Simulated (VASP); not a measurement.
# CdS (I-4m2) in VASP: dielectric tensor with r2SCAN

Aim: the dielectric tensor of CdS with r2SCAN.

Program: VASP 6.6.1. These are calculated values, not measurements. Logs are shortened: lines on timing, memory, paths and dates and some standing lists are left out, and cuts for length are marked.

## 1. The cell of the first run

Symmetry: I-4m2, No. 119, tetragonal system. Conventional cell: a = 4.157 Å, b = 4.157 Å, c = 5.702 Å, α = 90.00°, β = 90.00°, γ = 90.00°. Within 3.3 Å of Cd (site symmetry -4m2) lie 4 S at 2.52 Å. Within 3.3 Å of S (site symmetry -4m2) lie 4 Cd at 2.52 Å.

## 2. Dielectric tensor, r2SCAN (uniaxial z strain -3.0%)

The input, INCAR:

```
PREC = Accurate
ENCUT = 520
EDIFF = 1E-8
ISMEAR = 0
SIGMA = 0.01
LREAL = False
LASPH = True
NELM = 60
ALGO = Normal
ISIF = 2
LWAVE = False
LCHARG = False
METAGGA = R2SCAN
LMIXTAU = True
LCALCEPS = True
```

The input, KPOINTS:

```
Automatic mesh
0
Gamma
  6 6 6
```

The input, POSCAR:

```
CdS
1.0
    0.0000000000      2.9392148430      2.8510383978
    2.9392148430      0.0000000000      2.8510383978
    2.9392148430      2.9392148430      0.0000000000
Cd S
1 1
Direct
    0.0000000000      0.0000000000      0.0000000000
    0.2500000000      0.2500000000      0.2500000000
```

Potentials or basis: VASP PAW PBE potentials, release 64 (Cd, S).

On the command line:

```sh
> cat potpaw_PBE.64/Cd/POTCAR potpaw_PBE.64/S/POTCAR > POTCAR
> mpirun -np 1 vasp_std > vasp.out
```

OUTCAR:

```text
PREC = Accurate
   ENCUT = 520
   EDIFF = 1E-8
   ISMEAR = 0
   LREAL = False
   LASPH = True
   NELM = 60
   ISIF = 2
   METAGGA = R2SCAN

 ion  position               nearest neighbor table
   1  0.000  0.000  0.000-   2 2.52   2 2.52   2 2.52   2 2.52
   2  0.250  0.250  0.250-   1 2.52   1 2.52   1 2.52   1 2.52

  LATTYP: Found a body centered tetragonal cell.
 ALAT       =     4.1566774937
 C/A-ratio  =     1.3717871555

  Lattice vectors:

 A1 = (   0.0000000000,  -2.9392148430,  -2.8510383978)
 A2 = (   0.0000000000,   2.9392148430,  -2.8510383978)
 A3 = (   2.9392148430,   0.0000000000,   2.8510383978)

Analysis of symmetry for initial positions (statically):
=====================================================================
 Subroutine PRICEL returns:
 Original cell was already a primitive cell.

 Routine SETGRP: Setting up the symmetry group for a
 body centered tetragonal supercell.

 Subroutine GETGRP returns: Found  8 space group operations
 (whereof  8 operations were pure point group operations)
 out of a pool of 16 trial point group operations.

The static configuration has the point symmetry D_2d.

Analysis of symmetry for dynamics (positions and initial velocities):
=====================================================================
 Subroutine PRICEL returns:
 Original cell was already a primitive cell.

 Routine SETGRP: Setting up the symmetry group for a
 body centered tetragonal supercell.

 Subroutine GETGRP returns: Found  8 space group operations
 (whereof  8 operations were pure point group operations)
 out of a pool of 16 trial point group operations.

The dynamic configuration has the point symmetry D_2d.

 Subroutine INISYM returns: Found  8 space group operations
 (whereof  8 operations are pure point group operations),
 and found     1 'primitive' translations

----------------------------------------------------------------------------------------

                                     Primitive cell

  volume of cell :      49.2601

  direct lattice vectors                    reciprocal lattice vectors
     0.000000000  2.939214843  2.851038398    -0.170113458  0.170113458  0.175374699
     2.939214843  0.000000000  2.851038398     0.170113458 -0.170113458  0.175374699
     2.939214843  2.939214843  0.000000000     0.170113458  0.170113458 -0.175374699

  length of vectors
     4.094802051  4.094802051  4.156677494     0.297713725  0.297713725  0.297713725

  position of ions in fractional coordinates (direct lattice)
     0.000000000  0.000000000  0.000000000
     0.250000000  0.250000000  0.250000000

  ion indices of the primitive-cell ions
   primitive index   ion index
                 1           1
                 2           2

----------------------------------------------------------------------------------------

 KPOINTS: Automatic mesh

Automatic generation of k-mesh.
 Grid dimensions read from file:
 generate k-points for:    6    6    6

 Generating k-lattice:

  Cartesian coordinates                     Fractional coordinates (reciprocal lattice)
    -0.028352243  0.028352243  0.029229116     0.166666667  0.000000000  0.000000000
     0.028352243 -0.028352243  0.029229116     0.000000000  0.166666667  0.000000000
     0.028352243  0.028352243 -0.029229116    -0.000000000 -0.000000000  0.166666667

  Length of vectors
     0.049618954  0.049618954  0.049618954

  Shift w.r.t. Gamma in fractional coordinates (k-lattice)
     0.000000000  0.000000000  0.000000000

 Subroutine IBZKPT returns following result:
 ===========================================

 Found     30 irreducible k-points:

 Following reciprocal coordinates:
[... 33 lines left out ...]
   NGXF,Y,Z  is equivalent  to a cutoff of  24.36, 24.36, 25.60 a.u.
 SYSTEM =  unknown system
   PREC   = accura    normal or accurate (medium, high low for compatibility)
   ISTART =      0    job   : 0-new  1-cont  2-samecut
   ICHARG =      2    charge: 1-file 2-atom 10-const
   ISPIN  =      1    spin polarized calculation?
   LNONCOLLINEAR =      F non collinear calculations
   LSORBIT =      F    spin-orbit coupling
   LASPH  =      T    aspherical Exc in radial PAW
   ENCUT  =  520.0 eV  38.22 Ry    6.18 a.u.   7.61  7.61  7.73*2*pi/ulx,y,z
   NELM   =     60;   NELMIN=  2; NELMDL= -5     # of ELM steps
   EDIFF  = 0.1E-07   stopping-criterion for ELM
   LREAL  =      F    real-space projection
   EDIFFG = 0.1E-06   stopping-criterion for IOM
   NSW    =      0    number of steps for IOM
   IBRION =     -1    ionic relax: 0-MD 1-quasi-New 2-CG
   NFREE  =      0    steps in history (QN), initial steepest desc. (CG)
   ISIF   =      2    stress and relaxation
   ISYM   =      2    0-nonsym 1-usesym 2-fastsym
   POTIM  = 0.5000    time-step for ionic-motion
   TEBEG  =    0.0;   TEEND  =   0.0 temperature during run
   PSTRESS=    0.0 pullay stress
   NELECT =      18.0000    total number of electrons
   NUPDOWN=      -1.0000    fix difference up-down
   EMIN   =  10.00;   EMAX   =-10.00  energy-range for DOS
   EFERMI =   0.00;   METHOD = LEGACY
   ISMEAR =     0;   SIGMA  =   0.01  broadening in eV -4-tet -1-fermi 0-gaus
   EFERMI_NEDOS =   21; number of points for ismear=-14 and -15
   IALGO  =     38    algorithm
   IMIX   =      4    mixing-type and parameters
     AMIX     =   0.40;   BMIX     =  1.00
     AMIX_MAG =   1.60;   BMIX_MAG =  1.00
  volume/ion in A,a.u.               =      24.63       166.21
  Fermi-wavevector in a.u.,A,eV,Ry     =   1.170399  2.211732 18.637705  1.369833
  Thomas-Fermi vector in A             =   2.306858
   LORBIT       =      0    0 simple, 1 ext, 2 COOP (PROOUT), +10 PAW based schemes
   METAGGA = R2SCAN    functional components
   LHFCALC =     F    Hartree Fock is set to
   AEXX    =    0.0000 exact exchange contribution
   IVDW    =     0    specifies the selected vdW correction
   LEPSILON=     F    determine dielectric tensor
   LRPA    =     F    only Hartree local field effects (RPA)
   LRPA       =     F
 non-spin polarized calculation
 Gauss-broadening in eV      SIGMA  =   0.01
  energy-cutoff  :      520.00
  volume of cell :       49.26
 maximum number of plane-waves:      1338
   NGX = 15   NGY = 15   NGZ = 15

 number of electron      18.0000002 magnetization

 Free energy of the ion-electron system (eV)
  ---------------------------------------------------
  ext. energy  EPLUGINS =         0.00000000
  ---------------------------------------------------
  free energy    TOTEN  =       -29.67068519 eV

  energy without entropy =      -29.67068519  energy(sigma->0) =      -29.67068519

 E-fermi :   1.2514     XC(G=0):  -9.7700

 val. band max:        1.1720025147   @ k =   0.0000   0.0000   0.0000
 cond. band min:   10000.0000000000   @ k =   0.0000   0.0000   0.0000
 fundamental gap:   9998.8279974853
 Fermi energy:         1.2513575176

 k-point     1 :       0.0000    0.0000    0.0000
  band No.  band energies     occupation
      1     -11.8060      2.00000
      2      -6.8871      2.00000
      3      -6.8861      2.00000
      4      -6.8685      2.00000
      5      -6.3630      2.00000
      6      -6.3515      2.00000
      7       1.0834      2.00000
      8       1.0840      2.00000
      9       1.1720      2.00000
     10   10000.0000      0.00000
     11   10000.0000      0.00000
     12   10000.0000      0.00000
     13   10000.0000      0.00000
[... 354 lines left out ...]
  band No.  band energies     occupation
      1     -11.2732      2.00000
      2      -6.6527      2.00000
      3      -6.5624      2.00000
      4      -6.4957      2.00000
      5      -6.2915      2.00000
      6      -5.9315      2.00000
      7      -2.7684      2.00000
      8      -1.0659      2.00000
      9      -0.5227      2.00000
     10   10000.0000      0.00000
     11   10000.0000      0.00000
     12   10000.0000      0.00000
     13   10000.0000      0.00000

 [... further k-points ...]

------------------------ aborting loop because EDIFF is reached ----------------------------------------

            Ionic dipole moment: p[ion]=(     8.81764     8.81764     8.55312 ) |e| Angst

 Total electronic dipole moment: p[elc]=(     0.00583     0.00583     0.01742 ) |e| Angst

 MACROSCOPIC STATIC DIELECTRIC TENSOR (including local field effects)
 ------------------------------------------------------
           5.411185     0.000000     0.000000
           0.000000     5.411185     0.000000
           0.000000     0.000000     5.317434
 ------------------------------------------------------

 PIEZOELECTRIC TENSOR (including local field effects) (e Angst)
          XX          YY          ZZ          XY          YZ          ZX
  --------------------------------------------------------------------------------
  x     0.00000    -0.00000     0.00000     0.00000    -1.79960     0.00000
  y    -0.00000     0.00000     0.00000     0.00000     0.00000    -1.79959
  z     0.00000     0.00000     0.00000    -1.89139     0.00000     0.00000

 PIEZOELECTRIC TENSOR (including local field effects) (C/m^2)
          XX          YY          ZZ          XY          YZ          ZX
  --------------------------------------------------------------------------------
  x     0.00000    -0.00000     0.00000     0.00000    -0.58531     0.00000
  y    -0.00000     0.00000     0.00000     0.00000     0.00000    -0.58531
  z     0.00000     0.00000     0.00000    -0.61517     0.00000     0.00000

 BORN EFFECTIVE CHARGES (including local field effects) (in |e|, cummulative output)
 ---------------------------------------------------------------------------------
 ion    1
    1     2.17442     0.00000     0.00000
    2     0.00000     2.17442     0.00000
    3     0.00000     0.00000     2.11341
 ion    2
    1    -2.17442     0.00000    -0.00000
    2     0.00000    -2.17442    -0.00000
    3     0.00000     0.00000    -2.11341

  FORCE on cell =-STRESS in cart. coord.  units (eV):
  Direction    XX          YY          ZZ          XY          YZ          ZX
  --------------------------------------------------------------------------------------
  -------------------------------------------------------------------------------------
  Total        0.6561770      0.6561770      0.7913049      0.0000000      0.0000000      0.0000000
  in kB       21.3420378     21.3420378     25.7370459      0.0000000      0.0000000      0.0000000
  external PRESSURE =      22.8070405 kB  Pullay stress =       0.0000000 kB

 VOLUME and BASIS-vectors are now :
 -----------------------------------------------------------------------------
  energy-cutoff  :      520.00
  volume of cell :       49.26
      direct lattice vectors                 reciprocal lattice vectors
     0.000000000  2.939214843  2.851038398    -0.170113458  0.170113458  0.175374699
     2.939214843  0.000000000  2.851038398     0.170113458 -0.170113458  0.175374699
     2.939214843  2.939214843  0.000000000     0.170113458  0.170113458 -0.175374699

 POSITION                                       TOTAL-FORCE (eV/Angst)
 -----------------------------------------------------------------------------------
      0.00000      0.00000      0.00000        -0.000000     -0.000000      0.000000
      1.46961      1.46961      1.42552         0.000000      0.000000     -0.000000
 -----------------------------------------------------------------------------------
    total drift:                               -0.000066     -0.000066     -0.000110

  FREE ENERGIE OF THE ION-ELECTRON SYSTEM (eV)
  ---------------------------------------------------
  free  energy   TOTEN  =       -29.6706851888 eV

  energy  without entropy=      -29.6706851888  energy(sigma->0) =      -29.67068519
```

It took 61 min on 1 thread of AMD EPYC 7R13 (Zen 3), shared host; peak memory 0.39 GiB.

What came out:

| Item | Value |
| --- | --- |
| Band gap on the k mesh | 1.55 eV |
| Electronic dielectric tensor (diagonal) | 5.41, 5.41, 5.32 |
| Born charges (mean of the diagonal) | Cd +2.15; S -2.15 e |

Levels at points of the mesh, in eV from the valence-band top:
```
           k point  band 6  band 7  band 8  band 9  band 10  band 11  band 12  band 13
(0.00, 0.00, 0.00)   -7.52   -0.09   -0.09    0.00     1.55     7.02     7.02     7.02
(0.50, 0.00, 0.00)   -7.14   -4.57   -0.90   -0.77     3.42     7.30     7.55     7.88
(0.50, 0.50, 0.00)   -7.02   -3.95   -2.09   -2.09     3.70     4.52    10.00    11.48
(0.50, 0.00, 0.50)   -7.09   -4.13   -1.99   -1.94     3.81     4.80     9.66    11.36
```

Electronic dielectric tensor:
```
5.41 0.00 0.00
0.00 5.41 0.00
0.00 0.00 5.32
```

Born effective charge tensors (e):
atom 1, Cd
```
2.17 0.00 0.00
0.00 2.17 0.00
0.00 0.00 2.11
```
atom 2, S
```
-2.17  0.00  0.00
 0.00 -2.17  0.00
 0.00  0.00 -2.11
```

Dipole moments of the cell (e·Å, modulo the quantum): ionic 8.818, 8.818, 8.553; electronic 0.006, 0.006, 0.017

Caveat: the cell differs from its parent crystal (uniaxial z strain -3.0%); the PAW data sets were made with another functional, which shifts forces and pressure a little.
